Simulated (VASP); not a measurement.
# AlCo (Pm-3m) in VASP: notebook, part 2 of 2

VASP 6.6.1.

## Step 4: Single point, PBE

This run uses another cell than the first one, of 10.58 Å³/atom, 0.912 times its volume.

Contents of INCAR:

```
SYSTEM = AlCo
PREC = Accurate ; ENCUT = 520
EDIFF = 1E-7 ; ISMEAR = 0
SIGMA = 0.1 ; LREAL = .False.
LASPH = .True. ; NELM = 60
ALGO = Normal ; ISIF = 2
LWAVE = .False. ; LCHARG = .False.
GGA = PE ; NBANDS = 13
```

Contents of KPOINTS:

```
regular mesh
0
Gamma
  14 14 14
  0 0 0
```

Contents of POSCAR:

```
AlCo
1.0
    2.7660207880      0.0000000000      0.0000000000
    0.0000000000      2.7660207880      0.0000000000
    0.0000000000      0.0000000000      2.7660207880
Al Co
1 1
Direct
    0.0000000000      0.0000000000      0.0000000000
    0.5000000000      0.5000000000      0.5000000000
```

Potentials or basis: VASP PAW PBE potentials, release 64 (Al, Co).

On the command line:

```console
> cat potpaw_PBE.64/Al/POTCAR potpaw_PBE.64/Co/POTCAR > POTCAR
> mpirun -np 1 vasp_std > vasp.out
```

OUTCAR:

```text
SYSTEM = AlCo
   PREC = Accurate
   ENCUT = 520
   EDIFF = 1E-7
   ISMEAR = 0
   LREAL = .False.
   LASPH = .True.
   NELM = 60
   ISIF = 2
   GGA = PE

 ion  position               nearest neighbor table
   1  0.000  0.000  0.000-   2 2.40   2 2.40   2 2.40   2 2.40   2 2.40   2 2.40   2 2.40   2 2.40

   2  0.500  0.500  0.500-   1 2.40   1 2.40   1 2.40   1 2.40   1 2.40   1 2.40   1 2.40   1 2.40

  LATTYP: Found a simple cubic cell.
 ALAT       =     2.7660207880

  Lattice vectors:

 A1 = (   2.7660207880,   0.0000000000,   0.0000000000)
 A2 = (   0.0000000000,   2.7660207880,   0.0000000000)
 A3 = (   0.0000000000,   0.0000000000,   2.7660207880)

Analysis of symmetry for initial positions (statically):
=====================================================================
 Subroutine PRICEL returns:
 Original cell was already a primitive cell.

 Routine SETGRP: Setting up the symmetry group for a
 simple cubic supercell.

 Subroutine GETGRP returns: Found 48 space group operations
 (whereof 48 operations were pure point group operations)
 out of a pool of 48 trial point group operations.

The static configuration has the point symmetry O_h .

Analysis of symmetry for dynamics (positions and initial velocities):
=====================================================================
 Subroutine PRICEL returns:
 Original cell was already a primitive cell.

 Routine SETGRP: Setting up the symmetry group for a
 simple cubic supercell.

 Subroutine GETGRP returns: Found 48 space group operations
 (whereof 48 operations were pure point group operations)
 out of a pool of 48 trial point group operations.

The dynamic configuration has the point symmetry O_h .

 Subroutine INISYM returns: Found 48 space group operations
 (whereof 48 operations are pure point group operations),
 and found     1 'primitive' translations

----------------------------------------------------------------------------------------

                                     Primitive cell

  volume of cell :      21.1625

  direct lattice vectors                    reciprocal lattice vectors
     2.766020788  0.000000000  0.000000000     0.361530182  0.000000000  0.000000000
     0.000000000  2.766020788  0.000000000     0.000000000  0.361530182  0.000000000
     0.000000000  0.000000000  2.766020788     0.000000000  0.000000000  0.361530182

  length of vectors
     2.766020788  2.766020788  2.766020788     0.361530182  0.361530182  0.361530182

  position of ions in fractional coordinates (direct lattice)
     0.000000000  0.000000000  0.000000000
     0.500000000  0.500000000  0.500000000

  ion indices of the primitive-cell ions
   primitive index   ion index
                 1           1
                 2           2

----------------------------------------------------------------------------------------

 KPOINTS: regular mesh

Automatic generation of k-mesh.
 Grid dimensions read from file:
 generate k-points for:   14   14   14

 Generating k-lattice:

  Cartesian coordinates                     Fractional coordinates (reciprocal lattice)
     0.025823584  0.000000000  0.000000000     0.071428571  0.000000000  0.000000000
     0.000000000  0.025823584  0.000000000     0.000000000  0.071428571  0.000000000
     0.000000000  0.000000000  0.025823584     0.000000000  0.000000000  0.071428571

  Length of vectors
     0.025823584  0.025823584  0.025823584

  Shift w.r.t. Gamma in fractional coordinates (k-lattice)
     0.000000000  0.000000000  0.000000000

 Subroutine IBZKPT returns following result:
 ===========================================

 Found    120 irreducible k-points:

 Following reciprocal coordinates:
            Coordinates               Weight
  0.000000  0.000000  0.000000      1.000000
  0.071429  0.000000  0.000000      6.000000
  0.142857  0.000000  0.000000      6.000000
  0.214286  0.000000  0.000000      6.000000
  0.285714  0.000000  0.000000      6.000000
  0.357143  0.000000  0.000000      6.000000
[... 16 lines left out ...]
  0.285714  0.214286  0.000000     24.000000
  0.357143  0.214286  0.000000     24.000000
 [... further k-points ...]
   k-points           NKPTS =    120   k-points in BZ     NKDIM =    120   number of bands    NBANDS=     13
   number of dos      NEDOS =    301   number of ions     NIONS =      2
   total plane-waves  NPLWV =  13824
   dimension x,y,z NGX =    24 NGY =   24 NGZ =   24
   dimension x,y,z NGXF=    48 NGYF=   48 NGZF=   48
   ions per type =               1   1
   NGX,Y,Z   is equivalent  to a cutoff of  14.42, 14.42, 14.42 a.u.
   NGXF,Y,Z  is equivalent  to a cutoff of  28.85, 28.85, 28.85 a.u.
 SYSTEM =  AlCo
   PREC   = accura    normal or accurate (medium, high low for compatibility)
   ISTART =      0    job   : 0-new  1-cont  2-samecut
   ICHARG =      2    charge: 1-file 2-atom 10-const
   ISPIN  =      1    spin polarized calculation?
   LNONCOLLINEAR =      F non collinear calculations
   LSORBIT =      F    spin-orbit coupling
   LASPH  =      T    aspherical Exc in radial PAW
   ENCUT  =  520.0 eV  38.22 Ry    6.18 a.u.   5.14  5.14  5.14*2*pi/ulx,y,z
   NELM   =     60;   NELMIN=  2; NELMDL= -5     # of ELM steps
   EDIFF  = 0.1E-06   stopping-criterion for ELM
   LREAL  =      F    real-space projection
   EDIFFG = 0.1E-05   stopping-criterion for IOM
   NSW    =      0    number of steps for IOM
   IBRION =     -1    ionic relax: 0-MD 1-quasi-New 2-CG
   NFREE  =      0    steps in history (QN), initial steepest desc. (CG)
   ISIF   =      2    stress and relaxation
   ISYM   =      2    0-nonsym 1-usesym 2-fastsym
   POTIM  = 0.5000    time-step for ionic-motion
   TEBEG  =    0.0;   TEEND  =   0.0 temperature during run
   PSTRESS=    0.0 pullay stress
   NELECT =      12.0000    total number of electrons
   NUPDOWN=      -1.0000    fix difference up-down
   EMIN   =  10.00;   EMAX   =-10.00  energy-range for DOS
   EFERMI =   0.00;   METHOD = LEGACY
   ISMEAR =     0;   SIGMA  =   0.10  broadening in eV -4-tet -1-fermi 0-gaus
   EFERMI_NEDOS =   21; number of points for ismear=-14 and -15
   IALGO  =     38    algorithm
   IMIX   =      4    mixing-type and parameters
     AMIX     =   0.40;   BMIX     =  1.00
     AMIX_MAG =   1.60;   BMIX_MAG =  1.00
  volume/ion in A,a.u.               =      10.58        71.41
  Fermi-wavevector in a.u.,A,eV,Ry     =   1.355022  2.560621 24.981462  1.836086
  Thomas-Fermi vector in A             =   2.482145
   LORBIT       =      0    0 simple, 1 ext, 2 COOP (PROOUT), +10 PAW based schemes
   GGA     = PE    functional components
   LHFCALC =     F    Hartree Fock is set to
   AEXX    =    0.0000 exact exchange contribution
   IVDW    =     0    specifies the selected vdW correction
   LEPSILON=     F    determine dielectric tensor
   LRPA    =     F    only Hartree local field effects (RPA)
 non-spin polarized calculation
 Gauss-broadening in eV      SIGMA  =   0.10
  energy-cutoff  :      520.00
  volume of cell :       21.16
 maximum number of plane-waves:       587
 NGX is ok and might be reduce to    24
   NGX = 11   NGY = 11   NGZ = 11

 number of electron      12.0000003 magnetization

 Free energy of the ion-electron system (eV)
  ---------------------------------------------------
  ext. energy  EPLUGINS =         0.00000000
  ---------------------------------------------------
  free energy    TOTEN  =       -11.87519001 eV

  energy without entropy =      -11.87211906  energy(sigma->0) =      -11.87365454

 E-fermi :  11.8556     XC(G=0): -12.7088

 val. band max:       11.8547738151   @ k =   0.5000   0.3571   0.0714
 cond. band min:      11.8881098057   @ k =   0.5000   0.3571   0.2857
 fundamental gap:      0.0333359906
 Fermi energy:        11.8556197288

 k-point     1 :       0.0000    0.0000    0.0000
  band No.  band energies     occupation
      1       0.1321      2.00000
      2       8.4414      2.00000
      3       8.4414      2.00000
      4      10.8752      2.00000
      5      10.8752      2.00000
      6      10.8752      2.00000
      7      18.2677      0.00000
      8      18.2677      0.00000
      9      18.2677      0.00000
     10      20.9417      0.00000
     11      20.9417      0.00000
     12      28.8044      0.00000
     13      34.5862      0.00000
[... 353 lines left out ...]
 k-point    24 :       0.3571    0.2143    0.0000
  band No.  band energies     occupation
      1       3.4139      2.00000
      2       7.4180      2.00000
      3       8.9832      2.00000
      4       9.7475      2.00000
      5      10.1300      2.00000
      6      10.5979      2.00000
      7      12.6032      0.00000
      8      16.7080      0.00000
      9      20.6510      0.00000
     10      22.3570      0.00000
     11      24.7868      0.00000
     12      27.2847      0.00000
     13      29.5720      0.00000

 [... further k-points ...]
[... 5 lines left out ...]
  --------------------------------------------------------------------------------------
  -------------------------------------------------------------------------------------
  Total        2.6272686      2.6272686      2.6272686     -0.0000000     -0.0000000      0.0000000
  in kB      198.9063897    198.9063897    198.9063897     -0.0000000     -0.0000000      0.0000000
  external PRESSURE =     198.9063897 kB  Pullay stress =       0.0000000 kB

 VOLUME and BASIS-vectors are now :
 -----------------------------------------------------------------------------
  energy-cutoff  :      520.00
  volume of cell :       21.16
      direct lattice vectors                 reciprocal lattice vectors
     2.766020788  0.000000000  0.000000000     0.361530182  0.000000000  0.000000000
     0.000000000  2.766020788  0.000000000     0.000000000  0.361530182  0.000000000
     0.000000000  0.000000000  2.766020788     0.000000000  0.000000000  0.361530182

 POSITION                                       TOTAL-FORCE (eV/Angst)
 -----------------------------------------------------------------------------------
      0.00000      0.00000      0.00000         0.000000      0.000000      0.000000
      1.38301      1.38301      1.38301         0.000000      0.000000      0.000000
 -----------------------------------------------------------------------------------
    total drift:                                0.000000     -0.000000     -0.000000

  FREE ENERGIE OF THE ION-ELECTRON SYSTEM (eV)
  ---------------------------------------------------
  free  energy   TOTEN  =       -11.8751900118 eV

  energy  without entropy=      -11.8721190623  energy(sigma->0) =      -11.87365454
```

OSZICAR:

```text
N       E                     dE             d eps       ncg     rms          rms(c)
DAV:   1     0.371850703911E+02    0.37185E+02   -0.52513E+03  3184   0.997E+02
DAV:   2    -0.119235488845E+02   -0.49109E+02   -0.44444E+02  3320   0.176E+02
DAV:   3    -0.135568626392E+02   -0.16333E+01   -0.16241E+01  3759   0.371E+01
DAV:   4    -0.135803920565E+02   -0.23529E-01   -0.23523E-01  3754   0.406E+00
DAV:   5    -0.135811818179E+02   -0.78976E-03   -0.78975E-03  3775   0.786E-01    0.133E+01
DAV:   6    -0.156231955442E+02   -0.20420E+01   -0.52831E+01  3605   0.956E+01    0.155E+01
DAV:   7    -0.119207563052E+02    0.37024E+01   -0.24842E+01  3655   0.608E+01    0.199E+00
DAV:   8    -0.118881794650E+02    0.32577E-01   -0.14522E-01  3664   0.298E+00    0.108E+00
DAV:   9    -0.118754103091E+02    0.12769E-01   -0.23476E-02  4264   0.189E+00    0.245E-01
DAV:  10    -0.118752050318E+02    0.20528E-03   -0.46277E-04  3971   0.216E-01    0.144E-01
DAV:  11    -0.118751892729E+02    0.15759E-04   -0.15955E-05  4083   0.311E-02    0.140E-02
DAV:  12    -0.118751897974E+02   -0.52453E-06   -0.26337E-06  4129   0.189E-02    0.508E-03
DAV:  13    -0.118751899757E+02   -0.17829E-06   -0.58334E-08  2449   0.218E-03    0.119E-03
DAV:  14    -0.118751900118E+02   -0.36096E-07   -0.53379E-09  1985   0.680E-04
   1 F= -.11875190E+02 E0= -.11873655E+02  d E =-.307095E-02
```

Wall time 43 s (1 thread of AMD EPYC 7R43 (Zen 3), shared host); peak memory 0.13 GiB.

Results:

```
Free energy            : -11.8752 eV
Pressure               : 19.9 GPa
Band gap on the k mesh : zero (band 6 reaches 14.22 eV, above the bottom of band 7 at 11.57 eV)
```

Spin polarisation is off, so any magnetic state and its effect on volume and gap are missing.

## Step 5: Single point, PBE

This run uses another cell than the first one, of 11.03 Å³/atom, 0.951 times its volume.

Contents of INCAR:

```
SYSTEM = AlCo
PREC     = Accurate       ! precision mode
ENCUT    = 520            ! plane-wave cutoff, eV
EDIFF    = 1E-6           ! SCF threshold, eV
ISMEAR   = 0              ! smearing method
SIGMA    = 0.1            ! smearing width, eV
LREAL    = .FALSE.        ! projectors in reciprocal space
LASPH    = .TRUE.         ! aspherical terms in the spheres
NELM     = 80             ! most SCF steps
ALGO     = Normal         ! electronic algorithm
ISIF     = 2              ! what is computed and relaxed
LWAVE    = .FALSE.        ! write WAVECAR
LCHARG   = .FALSE.        ! write CHGCAR
GGA      = PE             ! functional
NBANDS   = 13             ! bands
```

Contents of KPOINTS:

```
regular mesh
0
G
  14 14 14
  0 0 0
```

Contents of POSCAR:

```
AlCo
1.0
    2.8043780192      0.0000000000      0.0000000000
    0.0000000000      2.8043780192      0.0000000000
    0.0000000000      0.0000000000      2.8043780192
Al Co
1 1
Direct
    0.0000000000      0.0000000000      0.0000000000
    0.5000000000      0.5000000000      0.5000000000
```

On the command line:

```console
> cat potpaw_PBE.64/Al/POTCAR potpaw_PBE.64/Co/POTCAR > POTCAR
> mpirun -np 1 vasp_std > vasp.out
```

Wall time 49 s (1 thread of AMD EPYC 7R43 (Zen 3), shared host); peak memory 0.13 GiB.

It converged, with:

```yaml
Free_energy: -11.9574 eV
Pressure: 10.0 GPa
Band_gap_on_the_k_mesh: zero (band 6 reaches 13.63 eV, above the bottom of band 7 at 10.99 eV)
```

Levels at points of the mesh, in eV from the Fermi level:
```csv
k point,band 2,band 3,band 4,band 5,band 6,band 7,band 8,band 9,band 10,band 11
"(0.00, 0.00, 0.00)",-3.20,-3.20,-0.92,-0.92,-0.92,6.20,6.20,6.20,8.92,8.92
"(0.50, 0.00, 0.00)",-6.89,-2.57,-1.85,-1.85,-0.80,0.18,8.44,10.87,10.87,12.15
"(0.50, 0.50, 0.00)",-3.27,-2.80,-2.80,-1.64,-1.64,-0.27,2.56,3.72,13.30,16.25
"(0.50, 0.50, 0.50)",-4.19,-4.19,-0.23,-0.23,2.37,2.37,2.37,4.55,5.57,5.57
```

Spin polarisation is off, so any magnetic state and its effect on volume and gap are missing.

## Step 6: Summary

| spin | cell | gap on the mesh (eV) | pressure (GPa) |
| --- | --- | --- | --- |
| collinear, ferrimagnetic start | a = 2.852 Å, 2 atoms | none | 0.0 |
| off | a = 2.766 Å, 2 atoms | none | 19.9 |
| off | a = 2.804 Å, 2 atoms | none | 10.0 |

Alike in all rows: task single point; level PBE; potentials or basis VASP PAW PBE potentials, release 64 (Al, Co); k mesh 14 × 14 × 14; cutoff (eV) 520; smearing gaussian 0.1 eV.

Absolute energies hang on the potentials; compare differences alone.
